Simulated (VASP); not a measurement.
Wanted: the native input for a VASP 6.6.1 run.

* Task: relaxation of cell and atoms
* Functional: PBE
* Potentials or basis: VASP PAW PBE potentials, release 64 (Al, P)
* Cutoff: 600 eV
* k mesh: 6 × 6 × 6
* Occupations: gaussian, width 0.1 eV
* Spin: no spin polarisation
* Dipole correction: no
* Further INCAR settings: ALGO = Normal; EDIFF = 1e-07; IBRION = 2; EDIFFG = -0.04; NSW = 90; ISIF = 3

The structure of Al3P2 lies in POSCAR:

```
Al3P2
1.0
    1.7392064400      1.0041313100      8.0141464900
   -1.7392064400      1.0041313100      8.0141464900
    0.0000000000     -2.0082626100      8.0141464900
Al P
3 2
Direct
    0.0000000000      0.0000000000      0.0000000000
    0.2117000100      0.2117000100      0.2117000100
    0.7882999900      0.7882999900      0.7882999900
    0.4007999900      0.4007999900      0.4007999900
    0.5992000100      0.5992000100      0.5992000100
```

The cell was built from a structure type or drawn by symmetry, and may not be a known phase.

One way to write it, as run:

INCAR

```
SYSTEM = Al3P2
ALGO = Normal ; EDIFF = 1E-7
EDIFFG = -0.04 ; ENCUT = 600
GGA = PE ; IBRION = 2
ISIF = 3 ; ISMEAR = 0
LASPH = .True. ; LCHARG = .False.
LREAL = .False. ; LWAVE = .False.
NELM = 80 ; NSW = 90
PREC = Accurate ; SIGMA = 0.1
```

KPOINTS

```
k-points
0
Gamma
  6 6 6
  0 0 0
```

Potentials or basis: VASP PAW PBE potentials, release 64 (Al, P).

The run is started by

```sh
$ cat potpaw_PBE.64/Al/POTCAR potpaw_PBE.64/P/POTCAR > POTCAR
$ mpirun -np 1 vasp_std > vasp.out
```

Results of the run:

The relaxed volume is 17.32 Å³/atom. The relaxed cell is a = 7.942 Å, b = 7.942 Å, c = 7.942 Å, α = 26.29°, β = 26.29°, γ = 26.29° and the space group after relaxing (to 0.1 Å) is R-3m (No. 166). The energy gained by relaxing is 48.4 meV/atom and the ionic steps are 8. The pressure after relaxing is 0.1 GPa and the largest force after relaxing is 0.026 eV/Å. The band gap on the k mesh is zero (an odd number of electrons rules out a gap without spin polarisation).

Wall time 25 min on 1 thread of Intel(R) Xeon(R) Platinum 8488C (Sapphire Rapids), on a shared host, peak memory 0.7 GiB.
